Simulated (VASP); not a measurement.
# Zr4Al (Pm-3m) in VASP: further runs

Runs on Zr4Al. Level: PBE. Tasks: single point.

Program: VASP 6.6.1. These are calculated values, not measurements. Logs are shortened: lines on timing, memory, paths and dates and some standing lists are left out, and cuts for length are marked.

### 1 The cell of the first run

It takes space group Pm-3m (No. 221, cubic). The conventional cell has a = 4.661 Å, b = 4.661 Å, c = 4.661 Å, α = 90.00°, β = 90.00°, γ = 90.00°. Within 3.1 Å of Zr (site symmetry 4/mmm) lie 2 Zr at 2.33 Å. Zr (site symmetry m-3m) has 6 Zr at 2.33 Å within 3.1 Å. Al (site symmetry m-3m) has 20 Zr at 3.30 to 4.04 Å within 4.3 Å.

The cell was generated, and may not be a known phase.

### 2 Single point, PBE

The input, INCAR:

```
SYSTEM = Zr4Al
  PREC = Accurate
  ENCUT = 500
  EDIFF = 1E-6
  ISMEAR = 0
  SIGMA = 0.1
  LREAL = .False.
  LASPH = .True.
  NELM = 120
  ALGO = Normal
  ISIF = 2
  LWAVE = .False.
  LCHARG = .False.
  GGA = PE
  NBANDS = 34
  GGA_COMPAT = .False.
```

The input, KPOINTS:

```
Automatic mesh
0
Gamma
  4 4 4
  0 0 0
```

The input, POSCAR:

```
Zr4Al
1.0
    4.6605757300      0.0000000000      0.0000000000
    0.0000000000      4.6605757300      0.0000000000
    0.0000000000      0.0000000000      4.6605757300
Zr Al
4 1
Direct
    0.0000000000      0.5000000000      0.5000000000
    0.5000000000      0.0000000000      0.5000000000
    0.5000000000      0.5000000000      0.0000000000
    0.5000000000      0.5000000000      0.5000000000
    0.0000000000      0.0000000000      0.0000000000
```

Potentials or basis: VASP PAW PBE potentials, release 64 (Zr_sv, Al).

Run with:

```sh
$ cat potpaw_PBE.64/Zr_sv/POTCAR potpaw_PBE.64/Al/POTCAR > POTCAR
$ mpirun -np 1 vasp_std > vasp.out
```

OUTCAR:

```text
SYSTEM = Zr4Al
   PREC = Accurate
   ENCUT = 500
   EDIFF = 1E-6
   ISMEAR = 0
   LREAL = .False.
   LASPH = .True.
   NELM = 120
   ISIF = 2
   GGA = PE

 ion  position               nearest neighbor table
   1  0.000  0.500  0.500-   4 2.33   4 2.33   2 3.30   5 3.30   3 3.30   5 3.30   2 3.30   5 3.30
                             5 3.30   2 3.30   3 3.30   3 3.30   3 3.30   2 3.30
   2  0.500  0.000  0.500-   4 2.33   4 2.33   1 3.30   5 3.30   3 3.30   5 3.30   1 3.30   3 3.30
                             3 3.30   3 3.30   1 3.30   5 3.30   5 3.30   1 3.30
   3  0.500  0.500  0.000-   4 2.33   4 2.33   1 3.30   5 3.30   1 3.30   2 3.30   2 3.30   2 3.30
                             5 3.30   2 3.30   1 3.30   5 3.30   1 3.30   5 3.30
   4  0.500  0.500  0.500-   1 2.33   2 2.33   3 2.33   3 2.33   2 2.33   1 2.33
   5  0.000  0.000  0.000-   1 3.30   2 3.30   3 3.30   1 3.30   2 3.30   1 3.30   3 3.30   1 3.30
                             2 3.30   3 3.30   2 3.30   3 3.30

  LATTYP: Found a simple cubic cell.
 ALAT       =     4.6605757300

  Lattice vectors:

 A1 = (   4.6605757300,   0.0000000000,   0.0000000000)
 A2 = (   0.0000000000,   4.6605757300,   0.0000000000)
 A3 = (   0.0000000000,   0.0000000000,   4.6605757300)

Analysis of symmetry for initial positions (statically):
=====================================================================
 Subroutine PRICEL returns:
 Original cell was already a primitive cell.

 Routine SETGRP: Setting up the symmetry group for a
 simple cubic supercell.

 Subroutine GETGRP returns: Found 48 space group operations
 (whereof 48 operations were pure point group operations)
 out of a pool of 48 trial point group operations.

The static configuration has the point symmetry O_h .

Analysis of symmetry for dynamics (positions and initial velocities):
=====================================================================
 Subroutine PRICEL returns:
 Original cell was already a primitive cell.

 Routine SETGRP: Setting up the symmetry group for a
 simple cubic supercell.

 Subroutine GETGRP returns: Found 48 space group operations
 (whereof 48 operations were pure point group operations)
 out of a pool of 48 trial point group operations.

The dynamic configuration has the point symmetry O_h .

 Subroutine INISYM returns: Found 48 space group operations
 (whereof 48 operations are pure point group operations),
 and found     1 'primitive' translations

----------------------------------------------------------------------------------------

                                     Primitive cell

  volume of cell :     101.2322

  direct lattice vectors                    reciprocal lattice vectors
     4.660575730  0.000000000  0.000000000     0.214565766  0.000000000  0.000000000
     0.000000000  4.660575730  0.000000000     0.000000000  0.214565766  0.000000000
     0.000000000  0.000000000  4.660575730     0.000000000  0.000000000  0.214565766

  length of vectors
     4.660575730  4.660575730  4.660575730     0.214565766  0.214565766  0.214565766

  position of ions in fractional coordinates (direct lattice)
     0.000000000  0.500000000  0.500000000
     0.500000000  0.000000000  0.500000000
     0.500000000  0.500000000  0.000000000
     0.500000000  0.500000000  0.500000000
     0.000000000  0.000000000  0.000000000

  ion indices of the primitive-cell ions
   primitive index   ion index
                 1           1
                 2           2
                 3           3
                 4           4
                 5           5

----------------------------------------------------------------------------------------

 KPOINTS: Automatic mesh

Automatic generation of k-mesh.
 Grid dimensions read from file:
 generate k-points for:    4    4    4

 Generating k-lattice:

  Cartesian coordinates                     Fractional coordinates (reciprocal lattice)
     0.053641441  0.000000000  0.000000000     0.250000000  0.000000000  0.000000000
     0.000000000  0.053641441  0.000000000     0.000000000  0.250000000  0.000000000
     0.000000000  0.000000000  0.053641441     0.000000000  0.000000000  0.250000000

  Length of vectors
     0.053641441  0.053641441  0.053641441

  Shift w.r.t. Gamma in fractional coordinates (k-lattice)
     0.000000000  0.000000000  0.000000000

 Subroutine IBZKPT returns following result:
 ===========================================

 Found     10 irreducible k-points:

 Following reciprocal coordinates:
            Coordinates               Weight
  0.000000  0.000000  0.000000      1.000000
  0.250000  0.000000  0.000000      6.000000
  0.500000  0.000000  0.000000      3.000000
  0.250000  0.250000  0.000000     12.000000
  0.500000  0.250000  0.000000     12.000000
  0.500000  0.500000  0.000000      3.000000
  0.250000  0.250000  0.250000      8.000000
  0.500000  0.250000  0.250000     12.000000
  0.500000  0.500000  0.250000      6.000000
  0.500000  0.500000  0.500000      1.000000
   k-points           NKPTS =     10   k-points in BZ     NKDIM =     10   number of bands    NBANDS=     34
   number of dos      NEDOS =    301   number of ions     NIONS =      5
   total plane-waves  NPLWV =  46656
   dimension x,y,z NGX =    36 NGY =   36 NGZ =   36
   dimension x,y,z NGXF=    72 NGYF=   72 NGZF=   72
   ions per type =               4   1
   NGX,Y,Z   is equivalent  to a cutoff of  12.84, 12.84, 12.84 a.u.
   NGXF,Y,Z  is equivalent  to a cutoff of  25.68, 25.68, 25.68 a.u.
 SYSTEM =  Zr4Al
   PREC   = accura    normal or accurate (medium, high low for compatibility)
   ISTART =      0    job   : 0-new  1-cont  2-samecut
   ICHARG =      2    charge: 1-file 2-atom 10-const
   ISPIN  =      1    spin polarized calculation?
   LNONCOLLINEAR =      F non collinear calculations
   LSORBIT =      F    spin-orbit coupling
   LASPH  =      T    aspherical Exc in radial PAW
   ENCUT  =  500.0 eV  36.75 Ry    6.06 a.u.   8.50  8.50  8.50*2*pi/ulx,y,z
   NELM   =    120;   NELMIN=  2; NELMDL= -5     # of ELM steps
   EDIFF  = 0.1E-05   stopping-criterion for ELM
   LREAL  =      F    real-space projection
   EDIFFG = 0.1E-04   stopping-criterion for IOM
   NSW    =      0    number of steps for IOM
[... 5 lines left out ...]
   TEBEG  =    0.0;   TEEND  =   0.0 temperature during run
   PSTRESS=    0.0 pullay stress
   NELECT =      51.0000    total number of electrons
   NUPDOWN=      -1.0000    fix difference up-down
   EMIN   =  10.00;   EMAX   =-10.00  energy-range for DOS
   EFERMI =   0.00;   METHOD = LEGACY
   ISMEAR =     0;   SIGMA  =   0.10  broadening in eV -4-tet -1-fermi 0-gaus
   EFERMI_NEDOS =   21; number of points for ismear=-14 and -15
   IALGO  =     38    algorithm
   IMIX   =      4    mixing-type and parameters
     AMIX     =   0.40;   BMIX     =  1.00
     AMIX_MAG =   1.60;   BMIX_MAG =  1.00
  volume/ion in A,a.u.               =      20.25       136.63
  Fermi-wavevector in a.u.,A,eV,Ry     =   1.302643  2.461638 23.087428  1.696878
  Thomas-Fermi vector in A             =   2.433697
   LORBIT       =      0    0 simple, 1 ext, 2 COOP (PROOUT), +10 PAW based schemes
   GGA     = PE    functional components
   LHFCALC =     F    Hartree Fock is set to
   AEXX    =    0.0000 exact exchange contribution
   IVDW    =     0    specifies the selected vdW correction
   LEPSILON=     F    determine dielectric tensor
   LRPA    =     F    only Hartree local field effects (RPA)
 non-spin polarized calculation
 Gauss-broadening in eV      SIGMA  =   0.10
  energy-cutoff  :      500.00
  volume of cell :      101.23
 maximum number of plane-waves:      2612
 NGX is ok and might be reduce to    36
   NGX = 17   NGY = 17   NGZ = 17

 number of electron      51.0000002 magnetization

 Free energy of the ion-electron system (eV)
  ---------------------------------------------------
  ext. energy  EPLUGINS =         0.00000000
  ---------------------------------------------------
  free energy    TOTEN  =       -30.37653309 eV

  energy without entropy =      -30.34004040  energy(sigma->0) =      -30.35828674

 E-fermi :   9.2985     XC(G=0): -11.0722

 val. band max:        9.2942297135   @ k =   0.5000   0.2500   0.2500
 cond. band min:       9.3511872524   @ k =   0.2500   0.0000   0.0000
 fundamental gap:      0.0569575389
 Fermi energy:         9.2984921141

 k-point     1 :       0.0000    0.0000    0.0000
  band No.  band energies     occupation
      1     -39.8198      2.00000
      2     -39.1385      2.00000
      3     -39.1385      2.00000
      4     -37.4916      2.00000
      5     -19.9191      2.00000
      6     -19.9191      2.00000
[... 26 lines left out ...]
     33      14.0058      0.00000
     34      14.0060      0.00000

 k-point     2 :       0.2500    0.0000    0.0000
  band No.  band energies     occupation
      1     -39.7432      2.00000
      2     -39.1617      2.00000
      3     -39.1384      2.00000
      4     -37.5851      2.00000
      5     -19.8978      2.00000
      6     -19.8978      2.00000
[... 26 lines left out ...]
     33      13.2722      0.00000
     34      13.3057      0.00000

 k-point     3 :       0.5000    0.0000    0.0000
  band No.  band energies     occupation
      1     -39.6513      2.00000
      2     -39.1967      2.00000
      3     -39.1383      2.00000
      4     -37.6816      2.00000
      5     -19.8759      2.00000
      6     -19.8759      2.00000
[... 26 lines left out ...]
     33      13.3217      0.00000
     34      14.0110      0.00000

 k-point     4 :       0.2500    0.2500    0.0000
  band No.  band energies     occupation
      1     -39.6614      2.00000
      2     -39.1676      2.00000
      3     -39.1527      2.00000
      4     -37.6867      2.00000
      5     -19.8763      2.00000
      6     -19.2162      2.00000
[... 26 lines left out ...]
     33      12.6814      0.00000
     34      13.0073      0.00000

 k-point     5 :       0.5000    0.2500    0.0000
  band No.  band energies     occupation
      1     -39.5609      2.00000
      2     -39.1965      2.00000
      3     -39.1574      2.00000
      4     -37.7929      2.00000
      5     -19.8544      2.00000
      6     -19.1877      2.00000
[... 26 lines left out ...]
     33      12.2648      0.00000
     34      12.8886      0.00000

 k-point     6 :       0.5000    0.5000    0.0000
  band No.  band energies     occupation
      1     -39.4425      2.00000
      2     -39.1964      2.00000
      3     -39.1964      2.00000
      4     -37.9118      2.00000
      5     -19.8323      2.00000
      6     -17.7113      2.00000
[... 26 lines left out ...]
     33      12.4967      0.00000
     34      12.5130      0.00000

 k-point     7 :       0.2500    0.2500    0.2500
  band No.  band energies     occupation
      1     -39.5744      2.00000
      2     -39.1675      2.00000
      3     -39.1675      2.00000
      4     -37.7990      2.00000
      5     -19.1910      2.00000
      6     -19.1910      2.00000
[... 26 lines left out ...]
     33      13.0053      0.00000
     34      13.3810      0.00000

 k-point     8 :       0.5000    0.2500    0.2500
  band No.  band energies     occupation
      1     -39.4647      2.00000
      2     -39.1964      2.00000
      3     -39.1673      2.00000
      4     -37.9192      2.00000
      5     -19.1649      2.00000
      6     -19.1598      2.00000
[... 26 lines left out ...]
     33      12.8793      0.00000
     34      13.0214      0.00000

 k-point     9 :       0.5000    0.5000    0.2500
  band No.  band energies     occupation
      1     -39.3347      2.00000
      2     -39.1962      2.00000
      3     -39.1962      2.00000
      4     -38.0598      2.00000
      5     -19.1361      2.00000
      6     -17.7109      2.00000
[... 26 lines left out ...]
     33      12.3880      0.00000
     34      12.4202      0.00000

 k-point    10 :       0.5000    0.5000    0.5000
  band No.  band energies     occupation
      1     -39.1961      2.00000
      2     -39.1961      2.00000
      3     -39.1961      2.00000
      4     -38.2380      2.00000
      5     -17.7105      2.00000
      6     -17.7105      2.00000
[... 26 lines left out ...]
     33      12.2984      0.00000
     34      12.4797      0.00000

------------------------ aborting loop because EDIFF is reached ----------------------------------------

  FORCE on cell =-STRESS in cart. coord.  units (eV):
  Direction    XX          YY          ZZ          XY          YZ          ZX
  --------------------------------------------------------------------------------------
  -------------------------------------------------------------------------------------
  Total       17.0173575     17.0173575     17.0173575     -0.0000000      0.0000000     -0.0000000
  in kB      269.3295445    269.3295445    269.3295445     -0.0000000      0.0000000     -0.0000000
  external PRESSURE =     269.3295445 kB  Pullay stress =       0.0000000 kB

 VOLUME and BASIS-vectors are now :
 -----------------------------------------------------------------------------
  energy-cutoff  :      500.00
  volume of cell :      101.23
      direct lattice vectors                 reciprocal lattice vectors
     4.660575730  0.000000000  0.000000000     0.214565766  0.000000000  0.000000000
     0.000000000  4.660575730  0.000000000     0.000000000  0.214565766  0.000000000
     0.000000000  0.000000000  4.660575730     0.000000000  0.000000000  0.214565766

 POSITION                                       TOTAL-FORCE (eV/Angst)
 -----------------------------------------------------------------------------------
      0.00000      2.33029      2.33029         0.000000      0.000000      0.000000
      2.33029      0.00000      2.33029         0.000000      0.000000      0.000000
      2.33029      2.33029      0.00000         0.000000      0.000000      0.000000
      2.33029      2.33029      2.33029         0.000000      0.000000      0.000000
      0.00000      0.00000      0.00000         0.000000      0.000000      0.000000
 -----------------------------------------------------------------------------------
    total drift:                                0.000000      0.000000      0.000000

  FREE ENERGIE OF THE ION-ELECTRON SYSTEM (eV)
  ---------------------------------------------------
  free  energy   TOTEN  =       -30.3765330854 eV

  energy  without entropy=      -30.3400403982  energy(sigma->0) =      -30.35828674
```

It took 24 s on 1 thread of Oxide Virtual Turin-like, shared host; peak memory 0.17 GiB.

Results:

| Quantity | Value |
| --- | --- |
| Free energy | -30.3765 eV |
| Pressure | 26.9 GPa |
| Band gap on the k mesh | zero (an odd number of electrons rules out a gap without spin polarisation) |

Caveat: the cell stands under pressure.

### 3 Single point, PBE

This run uses another cell than the first one, of 26.55 Å³/atom.

The input, INCAR:

```
PREC = Accurate
ENCUT = 500
EDIFF = 1E-6
ISMEAR = 0
SIGMA = 0.1
LREAL = F
LASPH = T
NELM = 120
ALGO = Normal
ISIF = 2
LWAVE = F
LCHARG = F
GGA = PE
NBANDS = 34
GGA_COMPAT = F
```

The input, KPOINTS:

```
regular mesh
0
Gamma
  4 4 4
```

Changes to POSCAR since step 2:

```diff
@@ -2,5 +2,5 @@
 1.0
-    4.6605757300      0.0000000000      0.0000000000
-    0.0000000000      4.6605757300      0.0000000000
-    0.0000000000      0.0000000000      4.6605757300
+    5.1011189387      0.0000000000      0.0000000000
+    0.0000000000      5.1011189387      0.0000000000
+    0.0000000000      0.0000000000      5.1011189387
 Zr Al
```

Potentials or basis: VASP PAW PBE potentials, release 64 (Zr_sv, Al).

Run with:

```sh
$ cat potpaw_PBE.64/Zr_sv/POTCAR potpaw_PBE.64/Al/POTCAR > POTCAR
$ mpirun -np 1 vasp_std > vasp.out
```

OUTCAR:

```text
PREC = Accurate
   ENCUT = 500
   EDIFF = 1E-6
   ISMEAR = 0
   LREAL = F
   LASPH = T
   NELM = 120
   ISIF = 2
   GGA = PE

 ion  position               nearest neighbor table
   1  0.000  0.500  0.500-   4 2.55   4 2.55   2 3.61   5 3.61   3 3.61   5 3.61   2 3.61   5 3.61
                             5 3.61   2 3.61   3 3.61   3 3.61   3 3.61   2 3.61
   2  0.500  0.000  0.500-   4 2.55   4 2.55   1 3.61   5 3.61   3 3.61   5 3.61   1 3.61   3 3.61
                             3 3.61   3 3.61   1 3.61   5 3.61   5 3.61   1 3.61
[... 563 lines left out ...]
  -------------------------------------------------------------------------------------
  Total        0.2314530      0.2314530      0.2314530     -0.0000000     -0.0000000      0.0000000
  in kB        2.7936821      2.7936821      2.7936821     -0.0000000     -0.0000000      0.0000000
  external PRESSURE =       2.7936821 kB  Pullay stress =       0.0000000 kB

 VOLUME and BASIS-vectors are now :
 -----------------------------------------------------------------------------
  energy-cutoff  :      500.00
  volume of cell :      132.74
      direct lattice vectors                 reciprocal lattice vectors
     5.101118939  0.000000000  0.000000000     0.196035421  0.000000000  0.000000000
     0.000000000  5.101118939  0.000000000     0.000000000  0.196035421  0.000000000
     0.000000000  0.000000000  5.101118939     0.000000000  0.000000000  0.196035421

 POSITION                                       TOTAL-FORCE (eV/Angst)
 -----------------------------------------------------------------------------------
      0.00000      2.55056      2.55056         0.000000      0.000000      0.000000
      2.55056      0.00000      2.55056         0.000000      0.000000      0.000000
      2.55056      2.55056      0.00000         0.000000      0.000000      0.000000
      2.55056      2.55056      2.55056         0.000000      0.000000      0.000000
      0.00000      0.00000      0.00000         0.000000      0.000000      0.000000
 -----------------------------------------------------------------------------------
    total drift:                                0.000000     -0.000000     -0.000000

  FREE ENERGIE OF THE ION-ELECTRON SYSTEM (eV)
  ---------------------------------------------------
  free  energy   TOTEN  =       -32.6990149051 eV

  energy  without entropy=      -32.6704671646  energy(sigma->0) =      -32.68474103
```

Run time: 37 s. Hardware: 1 thread of Oxide Virtual Turin-like, shared host; peak memory 0.2 GiB.

Results:

```
Free energy            : -32.6990 eV
Pressure               : 0.3 GPa
Band gap on the k mesh : zero (an odd number of electrons rules out a gap without spin polarisation)
```

The gap in the log of VASP goes by the Fermi energy; the results here count the filled bands.